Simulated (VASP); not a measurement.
# Si (a cell with a defect) in VASP: further runs

Si (a cell with a defect) is run at these levels: r2SCAN; tasks: single point.

Program: VASP 6.6.1. These are calculated values, not measurements. Logs are shortened: lines on timing, memory, paths and dates and some standing lists are left out, and cuts for length are marked.

### Step 1. The cell of the first run

The cell holds a defect, 15 atoms: a = 7.699 Å, b = 7.699 Å, c = 7.699 Å, α = 60.00°, β = 60.00°, γ = 60.00°.

### Step 2. Single point, r2SCAN

File POSCAR:

```
Si
1.0
    0.0000000000      5.4437023800     -5.4437023800
    5.4437023800      5.4437023800      0.0000000000
    5.4437023800      0.0000000000     -5.4437023800
Si
15
Direct
    0.1127544192      0.1290819099      0.1290817262
    0.1310708136      0.6246617215      0.1196060061
    0.6055065597      0.1070869528      0.1070864017
    0.6055067434      0.6803201647      0.1070862180
    0.1310714566      0.1196057305      0.6246612622
    0.1310713647      0.6246615378      0.6246611704
    0.6055056412      0.1070856669      0.6803229202
    0.6228702018      0.6257101807      0.6257094459
    0.2369600522      0.7551941148      0.2539227723
    0.2369597766      0.2539232316      0.2539228642
    0.7595714665      0.7425832123      0.2552621181
    0.2525485238      0.7491504339      0.7491504339
    0.2369594092      0.2539232316      0.7551942066
    0.7595718339      0.7425826612      0.7425828449
    0.7595718339      0.2552626692      0.7425828449
```

File INCAR.step1:

```
PREC = Accurate
ENCUT = 520
ISMEAR = 0
SIGMA = 0.02
LREAL = Auto
LASPH = T
NELM = 80
NBANDS = 43
NELECT = 58.0
GGA = PE
ALGO = Normal
EDIFF = 1E-4
LWAVE = T
LCHARG = F
```

File INCAR.step2:

```
PREC = Accurate
ENCUT = 520
EDIFF = 1E-6
ISMEAR = 0
SIGMA = 0.02
LREAL = Auto
LASPH = T
NELM = 80
ALGO = Normal
ISIF = 2
LWAVE = F
LCHARG = F
METAGGA = R2SCAN
LMIXTAU = T
NBANDS = 43
NELECT = 58.0
ISTART = 1
```

File KPOINTS:

```
Automatic mesh
0
Gamma
  2 2 2
```

Potentials or basis: VASP PAW PBE potentials, release 64 (Si).

Started as:

```
cat potpaw_PBE.64/Si/POTCAR > POTCAR
cp INCAR.step1 INCAR
mpirun -np 1 vasp_std > vasp.out
cp INCAR.step2 INCAR
mpirun -np 1 vasp_std > vasp.out
```

OUTCAR:

```text
PREC = Accurate
   ENCUT = 520
   EDIFF = 1E-6
   ISMEAR = 0
   LREAL = Auto
   LASPH = T
   NELM = 80
   ISIF = 2
   METAGGA = R2SCAN
   NELECT = 58.0
   ISTART = 1

 ion  position               nearest neighbor table
   1  0.113  0.129  0.129-  13 2.35   9 2.35  10 2.35
   2  0.131  0.625  0.120-  12 2.33   9 2.33  10 2.33  11 2.34
   3  0.606  0.107  0.107-  15 2.33  11 2.33  10 2.34
   4  0.606  0.680  0.107-  14 2.33  11 2.33   9 2.34
   5  0.131  0.120  0.625-  12 2.33  10 2.33  13 2.33  15 2.34
   6  0.131  0.625  0.625-  12 2.33  13 2.33   9 2.33  14 2.34
   7  0.606  0.107  0.680-  14 2.33  15 2.33  13 2.34
   8  0.623  0.626  0.626-  12 2.33  11 2.33  15 2.33  14 2.33
   9  0.237  0.755  0.254-   2 2.33   6 2.33   4 2.34   1 2.35
  10  0.237  0.254  0.254-   5 2.33   2 2.33   3 2.34   1 2.35
  11  0.760  0.743  0.255-   4 2.33   3 2.33   8 2.33   2 2.34
  12  0.253  0.749  0.749-   8 2.33   5 2.33   6 2.33   2 2.33
  13  0.237  0.254  0.755-   6 2.33   5 2.33   7 2.34   1 2.35
  14  0.760  0.743  0.743-   4 2.33   7 2.33   8 2.33   6 2.34
  15  0.760  0.255  0.743-   3 2.33   7 2.33   8 2.33   5 2.34

  LATTYP: Found a face centered cubic cell.
 ALAT       =    10.8874047600

  Lattice vectors:

 A1 = (   0.0000000000,   5.4437023800,  -5.4437023800)
 A2 = (   5.4437023800,   5.4437023800,   0.0000000000)
 A3 = (   5.4437023800,   0.0000000000,  -5.4437023800)

Analysis of symmetry for initial positions (statically):
=====================================================================
 Subroutine PRICEL returns:
 Original cell was already a primitive cell.

 Routine SETGRP: Setting up the symmetry group for a
 face centered cubic supercell.

 Subroutine GETGRP returns: Found  6 space group operations
 (whereof  2 operations were pure point group operations)
 out of a pool of 48 trial point group operations.

The static configuration has the point symmetry C_1h.
 The point group associated with its full space group is C_3v.

Analysis of symmetry for dynamics (positions and initial velocities):
=====================================================================
 Subroutine PRICEL returns:
 Original cell was already a primitive cell.

 Routine SETGRP: Setting up the symmetry group for a
 face centered cubic supercell.

 Subroutine GETGRP returns: Found  6 space group operations
 (whereof  2 operations were pure point group operations)
 out of a pool of 48 trial point group operations.

The dynamic configuration has the point symmetry C_1h.
 The point group associated with its full space group is C_3v.

 Subroutine INISYM returns: Found  6 space group operations
 (whereof  2 operations are pure point group operations),
 and found     1 'primitive' translations

----------------------------------------------------------------------------------------

                                     Primitive cell

  volume of cell :     322.6362

  direct lattice vectors                    reciprocal lattice vectors
     0.000000000  5.443702380 -5.443702380    -0.091849254  0.091849254 -0.091849254
     5.443702380  5.443702380  0.000000000     0.091849254  0.091849254  0.091849254
     5.443702380  0.000000000 -5.443702380     0.091849254 -0.091849254 -0.091849254

  length of vectors
     7.698557735  7.698557735  7.698557735     0.159087574  0.159087574  0.159087574

  position of ions in fractional coordinates (direct lattice)
     0.112754419  0.129081910  0.129081726
     0.131070814  0.624661721  0.119606006
     0.605506560  0.107086953  0.107086402
     0.605506743  0.680320165  0.107086218
     0.131071457  0.119605730  0.624661262
     0.131071365  0.624661538  0.624661170
     0.605505641  0.107085667  0.680322920
     0.622870202  0.625710181  0.625709446
     0.236960052  0.755194115  0.253922772
     0.236959777  0.253923232  0.253922864
     0.759571466  0.742583212  0.255262118
     0.252548524  0.749150434  0.749150434
     0.236959409  0.253923232  0.755194207
     0.759571834  0.742582661  0.742582845
     0.759571834  0.255262669  0.742582845

[... 51 lines left out ...]
  volume/ion in A,a.u.               =      21.51       145.15
  Fermi-wavevector in a.u.,A,eV,Ry     =   0.923946  1.746004 11.614963  0.853676
  Thomas-Fermi vector in A             =   2.049638
   LORBIT       =      0    0 simple, 1 ext, 2 COOP (PROOUT), +10 PAW based schemes
   METAGGA = R2SCAN    functional components
   LHFCALC =     F    Hartree Fock is set to
   AEXX    =    0.0000 exact exchange contribution
   IVDW    =     0    specifies the selected vdW correction
   LEPSILON=     F    determine dielectric tensor
   LRPA    =     F    only Hartree local field effects (RPA)
 non-spin polarized calculation
 Gauss-broadening in eV      SIGMA  =   0.02
  energy-cutoff  :      520.00
  volume of cell :      322.64
 maximum number of plane-waves:      8694
 NGX is ok and might be reduce to    60
   NGX = 29   NGY = 29   NGZ = 29

 number of electron      58.0000000 magnetization

 Free energy of the ion-electron system (eV)
  ---------------------------------------------------
  ext. energy  EPLUGINS =         0.00000000
  ---------------------------------------------------
  free energy    TOTEN  =      -137.39905342 eV

  energy without entropy =     -137.39789041  energy(sigma->0) =     -137.39847191

 E-fermi :   4.5507     XC(G=0):  -9.3332

 val. band max:        4.5261432280   @ k =   0.0000   0.0000   0.0000
 cond. band min:       4.5703243906   @ k =   0.5000   0.0000   0.0000
 fundamental gap:      0.0441811626
 Fermi energy:         4.5506911853

 k-point     1 :       0.0000    0.0000    0.0000
  band No.  band energies     occupation
      1      -7.2599      2.00000
      2      -5.0316      2.00000
      3      -4.9752      2.00000
      4      -4.9752      2.00000
      5      -4.4985      2.00000
      6      -3.1159      2.00000
[... 165 lines left out ...]
     40       9.7720      0.00000
     41       9.8315      0.00000
 [bands above 41 left out]

------------------------ aborting loop because EDIFF is reached ----------------------------------------

  FORCE on cell =-STRESS in cart. coord.  units (eV):
  Direction    XX          YY          ZZ          XY          YZ          ZX
  --------------------------------------------------------------------------------------
  -------------------------------------------------------------------------------------
  Total      -15.4993418    -15.4993418    -15.4993418      0.7998625      0.7998625     -0.7998625
  in kB      -76.9680923    -76.9680923    -76.9680923      3.9720324      3.9720324     -3.9720324
  external PRESSURE =     -76.9680923 kB  Pullay stress =       0.0000000 kB

 VOLUME and BASIS-vectors are now :
 -----------------------------------------------------------------------------
  energy-cutoff  :      520.00
  volume of cell :      322.64
      direct lattice vectors                 reciprocal lattice vectors
     0.000000000  5.443702380 -5.443702380    -0.091849254  0.091849254 -0.091849254
     5.443702380  5.443702380  0.000000000     0.091849254  0.091849254  0.091849254
     5.443702380  0.000000000 -5.443702380     0.091849254 -0.091849254 -0.091849254

 POSITION                                       TOTAL-FORCE (eV/Angst)
 -----------------------------------------------------------------------------------
      1.40537      1.31649     -1.31648        -0.771459      0.771459     -0.771459
      4.05157      4.11398     -1.36461        -0.021740      0.021740      0.101157
      1.16590      3.87915     -3.87914        -0.308449     -0.396152      0.396152
      4.28641      6.99966     -3.87914         0.396152      0.308449      0.396152
      4.05157      1.36461     -4.11398        -0.021740     -0.101157     -0.021740
      6.80094      4.11398     -4.11398         0.101157      0.021740     -0.021740
      4.28642      3.87913     -6.99967         0.396152     -0.396152     -0.308449
      6.81236      6.79690     -6.79690         0.099450     -0.099450      0.099450
      5.49333      5.40099     -2.67222        -0.040950     -0.262826     -0.040950
      2.76456      2.67222     -2.67222         0.262826      0.040950     -0.040950
      5.43197      8.17728     -5.52445         0.013255     -0.013255     -0.095519
      8.15630      5.45295     -5.45295         0.018560     -0.018560      0.018560
      5.49334      2.67222     -5.40099        -0.040950      0.040950      0.262826
      8.08480      8.17728     -8.17728        -0.095519     -0.013255      0.013255
      5.43197      5.52446     -8.17728         0.013255      0.095519      0.013255
 -----------------------------------------------------------------------------------
    total drift:                                0.001045     -0.000248      0.002037

  FREE ENERGIE OF THE ION-ELECTRON SYSTEM (eV)
  ---------------------------------------------------
  free  energy   TOTEN  =      -137.3990534157 eV

  energy  without entropy=     -137.3978904140  energy(sigma->0) =     -137.39847191
```

Wall time 3.4 min (1 thread of Intel Xeon 6975P-C (Granite Rapids), shared host); peak memory 0.51 GiB.

What came out:

```yaml
Free_energy: -137.3991 eV
Largest_force: 1.336 eV/Å
```

Forces on the atoms (eV/Å):
```
Si  -0.771  0.771 -0.771
Si  -0.022  0.022  0.101
Si  -0.308 -0.396  0.396
Si   0.396  0.308  0.396
Si  -0.022 -0.101 -0.022
Si   0.101  0.022 -0.022
Si   0.396 -0.396 -0.308
Si   0.099 -0.099  0.099
Si  -0.041 -0.263 -0.041
Si   0.263  0.041 -0.041
Si   0.013 -0.013 -0.096
Si   0.019 -0.019  0.019
Si  -0.041  0.041  0.263
Si  -0.096 -0.013  0.013
Si   0.013  0.096  0.013
```

Caveat: the k points lie up to 0.50 Å⁻¹ apart; the cell carries a net charge on a neutralising background, which shifts energy and pressure; the cell is charged against a uniform background, so pressure and absolute levels hang on convention; the PAW data sets were made with another functional, which shifts forces and pressure a little.

### Step 3. Single point, r2SCAN

File POSCAR:

```
Si
1.0
    0.0000000000      5.4437023800     -5.4437023800
    5.4437023800      5.4437023800      0.0000000000
    5.4437023800      0.0000000000     -5.4437023800
Si
15
Direct
    0.0312992864      0.1562339270      0.1562328248
    0.1284739597      0.6226029205      0.1263204621
    0.6176203740      0.1187582375      0.1187576864
    0.6176204659      0.6448644241      0.1187572271
    0.1284753374      0.1263196354      0.6226022775
    0.1284746945      0.6226029205      0.6226021857
    0.6176187207      0.1187564005      0.6448683736
    0.6295589400      0.6234807238      0.6234798053
    0.2390413563      0.7681494520      0.2464043598
    0.2390409889      0.2464049109      0.2464041761
    0.7528367118      0.7473759063      0.2524113010
    0.2502229925      0.7499251824      0.7499259171
    0.2390401622      0.2464046354      0.7681506460
    0.7528375385      0.7473748960      0.7473750797
    0.7528380896      0.2524126787      0.7473747123
```

File INCAR.step1:

```
SYSTEM = Si
ALGO = Normal
EDIFF = 1E-4
ENCUT = 520
GGA = PE
ISMEAR = 0
LASPH = .True.
LCHARG = .False.
LREAL = Auto
LWAVE = .True.
NBANDS = 43
NELECT = 58.0
NELM = 100
PREC = Accurate
SIGMA = 0.02
```

File INCAR.step2:

```
SYSTEM = Si
ALGO = Normal
EDIFF = 1E-6
ENCUT = 520
ISIF = 2
ISMEAR = 0
ISTART = 1
LASPH = .True.
LCHARG = .True.
LELF = .True.
LMIXTAU = .True.
LREAL = Auto
LVHAR = .True.
LWAVE = .False.
METAGGA = R2SCAN
NBANDS = 43
NELECT = 58.0
NELM = 100
PREC = Accurate
SIGMA = 0.02
```

File KPOINTS:

```
k-points
0
Gamma
  2 2 2
  0 0 0
```

Potentials or basis: VASP PAW PBE potentials, release 64 (Si).

Started as:

```
cat potpaw_PBE.64/Si/POTCAR > POTCAR
cp INCAR.step1 INCAR
mpirun -np 1 vasp_std > vasp.out
cp INCAR.step2 INCAR
mpirun -np 1 vasp_std > vasp.out
```

Run time: 3.4 min. Hardware: 1 thread of Intel Xeon 6975P-C (Granite Rapids), shared host; peak memory 0.51 GiB.

The run converged. Its results:

```yaml
Free_energy: -136.7604 eV
Largest_force: 0.534 eV/Å
```

Forces in eV/Å, atoms in the order of the input:
```
Si  -0.308  0.308 -0.308
Si   0.024 -0.024 -0.028
Si  -0.021 -0.072  0.072
Si   0.072  0.021  0.072
Si   0.024  0.028  0.024
Si  -0.028 -0.024  0.024
Si   0.072 -0.072 -0.021
Si  -0.007  0.007 -0.007
Si   0.082  0.038  0.082
Si  -0.038 -0.082  0.082
Si   0.005 -0.005  0.020
Si   0.016 -0.016  0.016
Si   0.082 -0.082 -0.038
Si   0.020 -0.005  0.005
Si   0.005 -0.020  0.005
```

Levels at points of the mesh, in eV from the Fermi level:
| k point | band 26 | band 27 | band 28 | band 29 | band 30 | band 31 |
| --- | --- | --- | --- | --- | --- | --- |
| (0.00, 0.00, 0.00) | -0.41 | 0.25 | 0.25 | 0.25 | 1.59 | 1.79 |
| (0.50, 0.00, 0.00) | -1.05 | -1.05 | -0.78 | 0.15 | 0.15 | 1.80 |
| (0.00, 0.50, 0.00) | -0.85 | -0.68 | -0.16 | -0.14 | 0.01 | 1.77 |
| (0.50, 0.50, 0.00) | -0.99 | -0.98 | -0.63 | -0.58 | -0.45 | 1.50 |

Caveat: the k points lie up to 0.50 Å⁻¹ apart, too coarse for converged energies and pressures of a metal; the cell carries a net charge on a neutralising background, which shifts energy and pressure; the cell is charged against a uniform background, so pressure and absolute levels hang on convention; the PAW data sets were made with another functional, which shifts forces and pressure a little.

### Step 4. Single point, r2SCAN

File POSCAR:

```
Si
1.0
    0.0000000000      5.4437023800     -5.4437023800
    5.4437023800      5.4437023800      0.0000000000
    5.4437023800      0.0000000000     -5.4437023800
Si
15
Direct
   -0.2377547319      0.2459182936      0.2459182936
    0.1154279672      0.6324172888      0.1197369831
    0.6380398408      0.1210773393      0.1210766045
    0.6380403001      0.6198056515      0.1210770637
    0.1154290694      0.1197380853      0.6324163703
    0.1154279672      0.6324172888      0.6324178399
    0.6380400245      0.1210773393      0.6198061107
    0.6224521040      0.6258494242      0.6258492405
    0.2694940681      0.6946762031      0.2679149957
    0.2694929659      0.2679137099      0.2679126077
    0.7439286201      0.7503389632      0.2553938300
    0.2521305178      0.7492905040      0.7492895855
    0.2694932415      0.2679139854      0.6946799689
    0.7439285283      0.7503388714      0.7503386877
    0.7439297223      0.2553940137      0.7503382284
```

File INCAR.step1:

```
SYSTEM = Si
  PREC = Accurate
  ENCUT = 520
  ISMEAR = 0
  SIGMA = 0.02
  LREAL = Auto
  LASPH = .True.
  NELM = 80
  NELECT = 58.0
  NBANDS = 43
  GGA = PE
  ALGO = Normal
  EDIFF = 1E-4
  LWAVE = .True.
  LCHARG = .False.
```

File INCAR.step2:

```
SYSTEM = Si
  PREC = Accurate
  ENCUT = 520
  EDIFF = 1E-6
  ISMEAR = 0
  SIGMA = 0.02
  LREAL = Auto
  LASPH = .True.
  NELM = 80
  ALGO = Normal
  ISIF = 2
  LWAVE = .False.
  LCHARG = .False.
  METAGGA = R2SCAN
  LMIXTAU = .True.
  NELECT = 58.0
  NBANDS = 43
  ISTART = 1
```

File KPOINTS:

```
regular mesh
0
Gamma
  2 2 2
  0 0 0
```

Started as:

```
cat potpaw_PBE.64/Si/POTCAR > POTCAR
cp INCAR.step1 INCAR
mpirun -np 1 vasp_std > vasp.out
cp INCAR.step2 INCAR
mpirun -np 1 vasp_std > vasp.out
```

Run time: 3.2 min. Hardware: 1 thread of Intel Xeon 6975P-C (Granite Rapids), shared host; peak memory 0.51 GiB.

Results (log left out):

```
Free energy   : -137.3988 eV
Largest force : 1.335 eV/Å
```

Forces in eV/Å, atoms in the order of the input:
```
Si   0.771 -0.771  0.771
Si  -0.013  0.013  0.097
Si  -0.264 -0.040  0.040
Si   0.040  0.264  0.040
Si  -0.013 -0.097 -0.013
Si   0.097  0.013 -0.013
Si   0.040 -0.040 -0.264
Si  -0.018  0.018 -0.018
Si  -0.396 -0.309 -0.396
Si   0.309  0.396 -0.396
Si   0.023 -0.023 -0.100
Si  -0.100  0.100 -0.100
Si  -0.396  0.396  0.309
Si  -0.100 -0.023  0.023
Si   0.023  0.100  0.023
```

Levels at points of the mesh, in eV from the Fermi level:
| k point | band 26 | band 27 | band 28 | band 29 | band 30 | band 31 | band 32 | band 33 |
| --- | --- | --- | --- | --- | --- | --- | --- | --- |
| (0.00, 0.00, 0.00) | -0.58 | -0.09 | -0.02 | -0.02 | 1.27 | 1.69 | 1.69 | 1.79 |
| (0.50, 0.00, 0.00) | -1.31 | -1.31 | -0.26 | -0.26 | 0.02 | 2.27 | 2.27 | 2.27 |
| (0.00, 0.50, 0.00) | -1.21 | -1.10 | -0.32 | -0.30 | 0.49 | 1.78 | 2.18 | 2.39 |
| (0.50, 0.50, 0.00) | -1.16 | -1.09 | -1.03 | -0.67 | 0.25 | 1.70 | 1.97 | 2.13 |

Caveat: the k points lie up to 0.50 Å⁻¹ apart; the cell carries a net charge on a neutralising background, which shifts energy and pressure; the cell is charged against a uniform background, so pressure and absolute levels hang on convention; the PAW data sets were made with another functional, which shifts forces and pressure a little.

### Step 5. Single point, r2SCAN

File POSCAR:

```
Si
1.0
    0.0000000000      5.4437023800     -5.4437023800
    5.4437023800      5.4437023800      0.0000000000
    5.4437023800      0.0000000000     -5.4437023800
Si
15
Direct
   -0.1562997829      0.2187675624      0.2187662765
    0.1221621708      0.6276251458      0.1225870655
    0.6359584449      0.1285958436      0.1285947414
    0.6359600982      0.6068490284      0.1285954762
    0.1221636404      0.1225892698      0.6276234925
    0.1221618034      0.6276253295      0.6276258806
    0.6359586286      0.1285958436      0.6068508653
    0.6247771760      0.6250744002      0.6250742165
    0.2573809886      0.7301298312      0.2562446296
    0.2573790597      0.2562421497      0.2562412312
    0.7465247393      0.7523981317      0.2486801088
    0.2454416878      0.7515206039      0.7515189506
    0.2573797027      0.2562426089      0.7301362607
    0.7465246474      0.7523980398      0.7523971213
    0.7465267600      0.2486795577      0.7523968458
```

File INCAR.step1:

```
SYSTEM = Si
PREC = Accurate
ENCUT = 520
ISMEAR = 0
SIGMA = 0.02
LREAL = Auto
LASPH = .TRUE.
NELM = 80
NBANDS = 43
NELECT = 58.0
GGA = PE
ALGO = Normal
EDIFF = 1E-4
LWAVE = .TRUE.
LCHARG = .FALSE.
```

File INCAR.step2:

```
SYSTEM = Si
PREC = Accurate
ENCUT = 520
EDIFF = 1E-6
ISMEAR = 0
SIGMA = 0.02
LREAL = Auto
LASPH = .TRUE.
NELM = 80
ALGO = Normal
ISIF = 2
LWAVE = .FALSE.
LCHARG = .TRUE.
METAGGA = R2SCAN
LMIXTAU = .TRUE.
LELF = .TRUE.
LVHAR = .TRUE.
NBANDS = 43
NELECT = 58.0
ISTART = 1
```

File KPOINTS:

```
regular mesh
0
G
  2 2 2
  0 0 0
```

Started as:

```
cat potpaw_PBE.64/Si/POTCAR > POTCAR
cp INCAR.step1 INCAR
mpirun -np 1 vasp_std > vasp.out
cp INCAR.step2 INCAR
mpirun -np 1 vasp_std > vasp.out
```

Wall time 3.6 min (1 thread of Intel Xeon 6975P-C (Granite Rapids), shared host); peak memory 0.5 GiB.

Results (log left out):

```
Free energy   : -136.7605 eV
Largest force : 0.536 eV/Å
```

Forces in eV/Å, atoms in the order of the input:
```
Si   0.309 -0.309  0.309
Si  -0.004  0.004 -0.019
Si   0.036  0.083 -0.083
Si  -0.083 -0.036 -0.083
Si  -0.004  0.019 -0.004
Si  -0.019  0.004 -0.004
Si  -0.083  0.083  0.036
Si  -0.016  0.016 -0.016
Si  -0.072 -0.022 -0.072
Si   0.022  0.072 -0.072
Si  -0.022  0.022  0.026
Si   0.005 -0.005  0.005
Si  -0.072  0.072  0.022
Si   0.026  0.022 -0.022
Si  -0.022 -0.026 -0.022
```

Levels at points of the mesh, in eV from the Fermi level:
```csv
k point,band 26,band 27,band 28,band 29,band 30,band 31
"(0.00, 0.00, 0.00)",-0.41,0.25,0.25,0.25,1.59,1.79
"(0.50, 0.00, 0.00)",-1.05,-1.05,-0.78,0.15,0.15,1.80
"(0.00, 0.50, 0.00)",-0.85,-0.68,-0.16,-0.14,0.01,1.77
"(0.50, 0.50, 0.00)",-0.99,-0.98,-0.63,-0.58,-0.45,1.50
```

Caveat: the k points lie up to 0.50 Å⁻¹ apart, too coarse for converged energies and pressures of a metal; the cell carries a net charge on a neutralising background, which shifts energy and pressure; the cell is charged against a uniform background, so pressure and absolute levels hang on convention; the PAW data sets were made with another functional, which shifts forces and pressure a little.
